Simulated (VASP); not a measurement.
A run of VASP 6.6.1 is set up as follows.

INCAR

```
SYSTEM = CO2
ALGO = Normal
EDIFF = 1E-7
ENCUT = 520
GGA = PE
ISIF = 2
ISMEAR = 0
LASPH = .True.
LCHARG = .False.
LREAL = .False.
LWAVE = .False.
NBANDS = 44
NELM = 80
PREC = Accurate
SIGMA = 0.05
```

KPOINTS

```
k-points
0
Gamma
  4 4 4
  0 0 0
```

The input POSCAR:

```
CO2
1.0
    6.0577362522      0.0000000000      0.0000000000
    0.0000000000      6.0577362522      0.0000000000
    0.0000000000      0.0000000000      5.8154268021
C O
4 8
Direct
    0.0000000000      0.0000000000      0.0000000000
    0.5000000000      0.0000000000      0.5000000000
    0.5000000000      0.5000000000      0.0000000000
    0.0000000000      0.5000000000      0.5000000000
    0.1114834447      0.1114834447      0.1114834447
    0.3885165553      0.8885165553      0.6114834447
    0.6114834447      0.3885165553      0.8885165553
    0.8885165553      0.6114834447      0.3885165553
    0.8885165553      0.8885165553      0.8885165553
    0.6114834447      0.1114834447      0.3885165553
    0.3885165553      0.6114834447      0.1114834447
    0.1114834447      0.3885165553      0.6114834447
```

Potentials or basis: VASP PAW PBE potentials, release 64 (C, O).

Command:

```bash
$ cat potpaw_PBE.64/C/POTCAR potpaw_PBE.64/O/POTCAR > POTCAR
$ mpirun -np 1 vasp_std > vasp.out
```

(1) Predict the largest force.

(2) Predict the pressure.

(3) What does it give for the band gap on the k mesh?

## Answers

(1) 2.357 eV/Å.

(2) 5.3 GPa.

(3) 6.72 eV, direct.

Caveat: the cell differs from its parent crystal (engineering shear strain xz +0.0000, normal strain along z -0.0400); forces of over 1 eV/Å act on the atoms, so gaps and moduli don't describe the material at rest.
